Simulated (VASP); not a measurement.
# HfH2 (I4/mmm) in VASP: single point with LDA

Aim: the single point of HfH2 with LDA.

All numbers are computed with VASP 6.6.1; they aren't measurements. Logs are shortened: lines on timing, memory, paths and dates and some standing lists are left out, and cuts for length are marked.

**1. The cell of the first run**

It takes space group I4/mmm (No. 139, tetragonal). Conventional cell: a = 3.461 Å, b = 3.461 Å, c = 4.290 Å, α = 90.00°, β = 90.00°, γ = 90.00°. Hf (site symmetry 4/mmm) has 8 H at 2.04 Å within 2.7 Å. Within 2.7 Å of H (site symmetry -4m2) lie 4 Hf at 2.04 Å and 6 H at 2.14 to 2.45 Å.

**2. Single point, LDA**

INCAR

```
SYSTEM = HfH2
PREC = Accurate
ENCUT = 520
EDIFF = 1E-6
ISMEAR = -1
SIGMA = 0.05
LREAL = .FALSE.
LASPH = .TRUE.
NELM = 100
ALGO = Normal
ISIF = 2
LWAVE = .FALSE.
LCHARG = .FALSE.
NBANDS = 13
```

KPOINTS

```
regular mesh
0
G
  11 11 11
  0 0 0
```

POSCAR

```
HfH2
1.0
   -1.7307056792      1.7307056792      2.1447997069
    1.7307056792     -1.7307056792      2.1447997069
    1.7307056792      1.7307056792     -2.1447997069
Hf H
1 2
Direct
    0.0000000000      0.0000000000      0.0000000000
    0.2500000000      0.7500000000      0.5000000000
    0.7500000000      0.2500000000      0.5000000000
```

Potentials or basis: VASP PAW LDA potentials, release 64 (Hf_pv, H).

On the command line:

```console
> cat potpaw_LDA.64/Hf_pv/POTCAR potpaw_LDA.64/H/POTCAR > POTCAR
> mpirun -np 1 vasp_std > vasp.out
```

OUTCAR:

```text
SYSTEM = HfH2
   PREC = Accurate
   ENCUT = 520
   EDIFF = 1E-6
   ISMEAR = -1
   LREAL = .FALSE.
   LASPH = .TRUE.
   NELM = 100
   ISIF = 2

 ion  position               nearest neighbor table
   1  0.000  0.000  0.000-   2 2.04   3 2.04   2 2.04   3 2.04   3 2.04   2 2.04   3 2.04   2 2.04

   2  0.250  0.750  0.500-   1 2.04   1 2.04   1 2.04   1 2.04
   3  0.750  0.250  0.500-   1 2.04   1 2.04   1 2.04   1 2.04

  LATTYP: Found a body centered tetragonal cell.
 ALAT       =     3.4614113584
 C/A-ratio  =     1.2392631125

  Lattice vectors:

 A1 = (  -1.7307056792,   1.7307056792,   2.1447997069)
 A2 = (   1.7307056792,  -1.7307056792,   2.1447997069)
 A3 = (   1.7307056792,   1.7307056792,  -2.1447997069)

Analysis of symmetry for initial positions (statically):
=====================================================================
 Subroutine PRICEL returns:
 Original cell was already a primitive cell.

 Routine SETGRP: Setting up the symmetry group for a
 body centered tetragonal supercell.

 Subroutine GETGRP returns: Found 16 space group operations
 (whereof 16 operations were pure point group operations)
 out of a pool of 16 trial point group operations.

The static configuration has the point symmetry D_4h.

Analysis of symmetry for dynamics (positions and initial velocities):
=====================================================================
 Subroutine PRICEL returns:
 Original cell was already a primitive cell.

 Routine SETGRP: Setting up the symmetry group for a
 body centered tetragonal supercell.

 Subroutine GETGRP returns: Found 16 space group operations
 (whereof 16 operations were pure point group operations)
 out of a pool of 16 trial point group operations.

The dynamic configuration has the point symmetry D_4h.

 Subroutine INISYM returns: Found 16 space group operations
 (whereof 16 operations are pure point group operations),
 and found     1 'primitive' translations

----------------------------------------------------------------------------------------

                                     Primitive cell

  volume of cell :      25.6976

  direct lattice vectors                    reciprocal lattice vectors
    -1.730705679  1.730705679  2.144799707     0.000000000  0.288899497  0.233122001
     1.730705679 -1.730705679  2.144799707     0.288899497  0.000000000  0.233122001
     1.730705679  1.730705679 -2.144799707     0.288899497  0.288899497  0.000000000

  length of vectors
     3.254358628  3.254358628  3.254358628     0.371226059  0.371226059  0.408565587

  position of ions in fractional coordinates (direct lattice)
     0.000000000  0.000000000  0.000000000
     0.250000000  0.750000000  0.500000000
     0.750000000  0.250000000  0.500000000

  ion indices of the primitive-cell ions
   primitive index   ion index
                 1           1
                 2           2
                 3           3

----------------------------------------------------------------------------------------

 KPOINTS: regular mesh

Automatic generation of k-mesh.
 Grid dimensions read from file:
 generate k-points for:   11   11   11

 Generating k-lattice:

  Cartesian coordinates                     Fractional coordinates (reciprocal lattice)
     0.000000000  0.026263591  0.021192909     0.090909091  0.000000000  0.000000000
     0.026263591  0.000000000  0.021192909     0.000000000  0.090909091  0.000000000
     0.026263591  0.026263591  0.000000000     0.000000000  0.000000000  0.090909091

  Length of vectors
     0.033747824  0.033747824  0.037142326

  Shift w.r.t. Gamma in fractional coordinates (k-lattice)
     0.000000000  0.000000000  0.000000000

 Subroutine IBZKPT returns following result:
 ===========================================

 Found    126 irreducible k-points:

 Following reciprocal coordinates:
            Coordinates               Weight
  0.000000  0.000000  0.000000      1.000000
  0.090909  0.000000 -0.000000      8.000000
  0.181818  0.000000  0.000000      8.000000
  0.272727  0.000000  0.000000      8.000000
  0.363636  0.000000  0.000000      8.000000
  0.454545  0.000000  0.000000      8.000000
[... 16 lines left out ...]
 -0.272727  0.181818  0.000000     16.000000
 -0.181818  0.181818  0.000000      4.000000
 [... further k-points ...]
   k-points           NKPTS =    126   k-points in BZ     NKDIM =    126   number of bands    NBANDS=     13
   number of dos      NEDOS =    301   number of ions     NIONS =      3
   total plane-waves  NPLWV =  13824
   dimension x,y,z NGX =    24 NGY =   24 NGZ =   24
   dimension x,y,z NGXF=    48 NGYF=   48 NGZF=   48
   ions per type =               1   2
   NGX,Y,Z   is equivalent  to a cutoff of  12.26, 12.26, 12.26 a.u.
   NGXF,Y,Z  is equivalent  to a cutoff of  24.52, 24.52, 24.52 a.u.
 SYSTEM =  HfH2
   PREC   = accura    normal or accurate (medium, high low for compatibility)
   ISTART =      0    job   : 0-new  1-cont  2-samecut
   ICHARG =      2    charge: 1-file 2-atom 10-const
   ISPIN  =      1    spin polarized calculation?
   LNONCOLLINEAR =      F non collinear calculations
   LSORBIT =      F    spin-orbit coupling
   LASPH  =      T    aspherical Exc in radial PAW
   ENCUT  =  520.0 eV  38.22 Ry    6.18 a.u.   6.05  6.05  6.05*2*pi/ulx,y,z
   NELM   =    100;   NELMIN=  2; NELMDL= -5     # of ELM steps
   EDIFF  = 0.1E-05   stopping-criterion for ELM
   LREAL  =      F    real-space projection
   EDIFFG = 0.1E-04   stopping-criterion for IOM
   NSW    =      0    number of steps for IOM
   IBRION =     -1    ionic relax: 0-MD 1-quasi-New 2-CG
   NFREE  =      0    steps in history (QN), initial steepest desc. (CG)
   ISIF   =      2    stress and relaxation
   ISYM   =      2    0-nonsym 1-usesym 2-fastsym
   POTIM  = 0.5000    time-step for ionic-motion
   TEBEG  =    0.0;   TEEND  =   0.0 temperature during run
   PSTRESS=    0.0 pullay stress
   NELECT =      12.0000    total number of electrons
   NUPDOWN=      -1.0000    fix difference up-down
   EMIN   =  10.00;   EMAX   =-10.00  energy-range for DOS
   EFERMI =   0.00;   METHOD = LEGACY
   ISMEAR =    -1;   SIGMA  =   0.05  broadening in eV -4-tet -1-fermi 0-gaus
   EFERMI_NEDOS =   21; number of points for ismear=-14 and -15
   IALGO  =     38    algorithm
   IMIX   =      4    mixing-type and parameters
     AMIX     =   0.40;   BMIX     =  1.00
     AMIX_MAG =   1.60;   BMIX_MAG =  1.00
  volume/ion in A,a.u.               =       8.57        57.81
  Fermi-wavevector in a.u.,A,eV,Ry     =   1.270099  2.400139 21.948253  1.613151
  Thomas-Fermi vector in A             =   2.403104
   LORBIT       =      0    0 simple, 1 ext, 2 COOP (PROOUT), +10 PAW based schemes
   GGA     = CA    functional components
   LHFCALC =     F    Hartree Fock is set to
   AEXX    =    0.0000 exact exchange contribution
   IVDW    =     0    specifies the selected vdW correction
   LEPSILON=     F    determine dielectric tensor
   LRPA    =     F    only Hartree local field effects (RPA)
 non-spin polarized calculation
  energy-cutoff  :      520.00
  volume of cell :       25.70
 maximum number of plane-waves:       720
   NGX = 13   NGY = 13   NGZ = 13

 number of electron      12.0000000 magnetization

 Free energy of the ion-electron system (eV)
  ---------------------------------------------------
  ext. energy  EPLUGINS =         0.00000000
  ---------------------------------------------------
  free energy    TOTEN  =       -19.48550335 eV

  energy without entropy =      -19.48064473  energy(sigma->0) =      -19.48307404

 E-fermi :   5.3877     XC(G=0): -11.7235

 val. band max:        5.3144904387   @ k =  -0.1818   0.0909  -0.0000
 cond. band min:       5.3898532431   @ k =  -0.1818   0.4545   0.1818
 fundamental gap:      0.0753628044
 Fermi energy:         5.3876707908

 k-point     1 :       0.0000    0.0000    0.0000
  band No.  band energies     occupation
      1     -25.3182      2.00000
      2     -25.3182      2.00000
      3     -25.2530      2.00000
      4      -5.9120      2.00000
      5       4.2869      2.00000
      6       4.8803      1.99992
      7       4.8803      1.99992
      8       5.7399      0.00174
      9       7.1800      0.00000
     10       8.6306      0.00000
     11      17.0257      0.00000
     12      17.2404      0.00000
     13      17.3498      0.00000

 k-point     2 :       0.0909    0.0000   -0.0000
  band No.  band energies     occupation
      1     -25.3587      2.00000
      2     -25.3288      2.00000
      3     -25.2689      2.00000
      4      -5.6765      2.00000
      5       2.8954      2.00000
      6       4.9793      1.99943
      7       5.4502      0.44487
      8       6.9483      0.00000
      9       7.1249      0.00000
     10       8.4748      0.00000
     11      15.8434      0.00000
     12      17.0347      0.00000
     13      17.8453      0.00000

 k-point     3 :       0.1818    0.0000    0.0000
  band No.  band energies     occupation
      1     -25.4915      2.00000
      2     -25.3571      2.00000
      3     -25.2840      2.00000
      4      -5.0270      2.00000
      5       1.5099      2.00000
      6       5.0951      1.99427
      7       5.8288      0.00029
      8       7.2366      0.00000
      9       8.0520      0.00000
     10       9.1029      0.00000
     11      14.4855      0.00000
     12      17.0288      0.00000
     13      18.8212      0.00000
[... 305 lines left out ...]
 k-point    23 :      -0.2727    0.1818    0.0000
  band No.  band energies     occupation
      1     -25.6198      2.00000
      2     -25.3773      2.00000
      3     -25.3512      2.00000
      4      -4.0820      2.00000
      5       0.4713      2.00000
      6       4.8067      1.99998
      7       6.4300      0.00000
      8       6.7306      0.00000
      9       8.8230      0.00000
     10      10.8358      0.00000
     11      15.0014      0.00000
     12      16.8534      0.00000
     13      17.0655      0.00000

 k-point    24 :      -0.1818    0.1818    0.0000
  band No.  band energies     occupation
      1     -25.5136      2.00000
      2     -25.3497      2.00000
      3     -25.3225      2.00000
      4      -4.7798      2.00000
      5       1.1553      2.00000
      6       5.6595      0.00867
      7       5.8743      0.00012
      8       6.2838      0.00000
      9       8.5929      0.00000
     10       9.2693      0.00000
     11      15.5953      0.00000
     12      17.0352      0.00000
     13      17.9156      0.00000

 [... further k-points ...]

------------------------ aborting loop because EDIFF is reached ----------------------------------------

  FORCE on cell =-STRESS in cart. coord.  units (eV):
  Direction    XX          YY          ZZ          XY          YZ          ZX
  --------------------------------------------------------------------------------------
  -------------------------------------------------------------------------------------
  Total       -0.8137362     -0.8137362     -0.7917020      0.0000000     -0.0000000      0.0000000
  in kB      -50.7342297    -50.7342297    -49.3604533      0.0000000     -0.0000000      0.0000000
  external PRESSURE =     -50.2763042 kB  Pullay stress =       0.0000000 kB

 VOLUME and BASIS-vectors are now :
 -----------------------------------------------------------------------------
  energy-cutoff  :      520.00
  volume of cell :       25.70
      direct lattice vectors                 reciprocal lattice vectors
    -1.730705679  1.730705679  2.144799707     0.000000000  0.288899497  0.233122001
     1.730705679 -1.730705679  2.144799707     0.288899497  0.000000000  0.233122001
     1.730705679  1.730705679 -2.144799707     0.288899497  0.288899497  0.000000000

 POSITION                                       TOTAL-FORCE (eV/Angst)
 -----------------------------------------------------------------------------------
      0.00000      0.00000      0.00000        -0.000000      0.000000      0.000000
      1.73071     -0.00000      1.07240        -0.000000      0.000000      0.000000
     -0.00000      1.73071      1.07240         0.000000     -0.000000     -0.000000
 -----------------------------------------------------------------------------------
    total drift:                               -0.000000      0.000000      0.000000

  FREE ENERGIE OF THE ION-ELECTRON SYSTEM (eV)
  ---------------------------------------------------
  free  energy   TOTEN  =       -19.4855033476 eV

  energy  without entropy=      -19.4806447277  energy(sigma->0) =      -19.48307404
```

It took 22 s on 1 thread of AMD EPYC 9R45 (Zen 5), shared host; peak memory 0.12 GiB.

Results:

- Free energy: -19.4855 eV
- Pressure: -5.0 GPa
- Band gap on the k mesh: zero (band 6 reaches 5.71 eV, above the bottom of band 7 at 4.88 eV)

Caveat: spin-orbit coupling is left out, which moves the levels of the heavy elements.
